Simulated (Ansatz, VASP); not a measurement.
**GaSi62 in VASP and in Ansatz**

```
Ga Si
1.0
    10.86000    0.00000    0.00000
     0.00000   10.86000    0.00000
     0.00000    0.00000   10.86000
Ga Si
1 62
Direct
  0.37073 0.12927 0.87073
  0.62344 0.12585 0.12344
  0.74915 0.24969 0.99816
  0.87437 0.37451 0.12673
  0.74767 0.00081 0.24767
  0.87521 0.12436 0.37521
  0.99972 0.00011 0.99989
  0.12273 0.12535 0.12706
  0.24977 0.25023 0.00736
  0.37465 0.37727 0.12706
  0.49989 0.50028 0.99989
  0.62431 0.62601 0.12431
  0.74767 0.75233 0.99919
  0.87399 0.87569 0.12431
  0.25031 0.00184 0.24915
  0.37528 0.12472 0.37546
  0.49816 0.24969 0.24915
  0.62673 0.37451 0.37437
  0.74945 0.50132 0.24945
  0.87556 0.62444 0.37556
  0.49989 0.00011 0.49972
  0.62706 0.12535 0.62273
  0.75173 0.25002 0.49860
  0.87621 0.37438 0.62562
  0.74915 0.00184 0.75031
  0.87546 0.12472 0.87528
  0.00033 0.49967 0.00053
  0.12549 0.62563 0.12673
  0.25031 0.75085 0.99816
  0.37415 0.87656 0.12344
  0.99860 0.25002 0.25173
  0.12562 0.37438 0.37621
  0.24998 0.50140 0.25173
  0.37564 0.62479 0.37521
  0.49919 0.75233 0.24767
  0.62431 0.87569 0.37399
  0.00033 0.99947 0.50033
  0.12693 0.12402 0.62693
  0.25081 0.24919 0.50104
  0.37598 0.37307 0.62693
  0.50053 0.49967 0.50033
  0.62673 0.62563 0.62549
  0.74945 0.75055 0.49868
  0.87437 0.87327 0.62549
  0.24977 0.99264 0.74977
  0.50736 0.25023 0.74977
  0.62706 0.37727 0.87465
  0.75173 0.50140 0.74998
  0.87521 0.62479 0.87564
  0.99868 0.75055 0.24945
  0.12549 0.87327 0.37437
  0.00036 0.49964 0.50036
  0.12562 0.62379 0.62562
  0.24998 0.74827 0.49860
  0.37465 0.87294 0.62273
  0.00104 0.24919 0.75081
  0.12693 0.37307 0.87598
  0.25081 0.49896 0.75081
  0.37528 0.62454 0.87528
  0.49816 0.75085 0.75031
  0.62344 0.87656 0.87415
  0.99860 0.74827 0.74998
  0.12273 0.87294 0.87465
```

Alike in both runs: functional LDA; k mesh 1 × 1 × 1; occupations gaussian, width 0.05 eV; collinear spin.

Ansatz relaxed the structure, and its values are those at the end. VASP's run is a single point on that final structure, the one shown.

|  | VASP | Ansatz |
| --- | --- | --- |
| version | VASP 6.6.1 | Ansatz 0.2.0 |
| potentials or method | VASP PAW LDA potentials, release 64 (Ga_d, Si), cutoff 520 eV | scalar-relativistic, plane waves, PAW |
| valence electrons in the cell | 261 | 261 |

VASP gave:

```
rms of the force components (eV/Å) : 0.006
net moment per atom (μB)           : 0.00
```

Task: Which values does Ansatz return?

Result: rms of the force components (eV/Å): 0.007; net moment per atom (μB): 0.00.

Ansatz warns that its potentials were made for another functional, while VASP's fit it. LDA's correlation is that of Perdew and Zunger in VASP and of Perdew and Wang (1992) in Ansatz. Ansatz's warnings: seeded moment not kept.
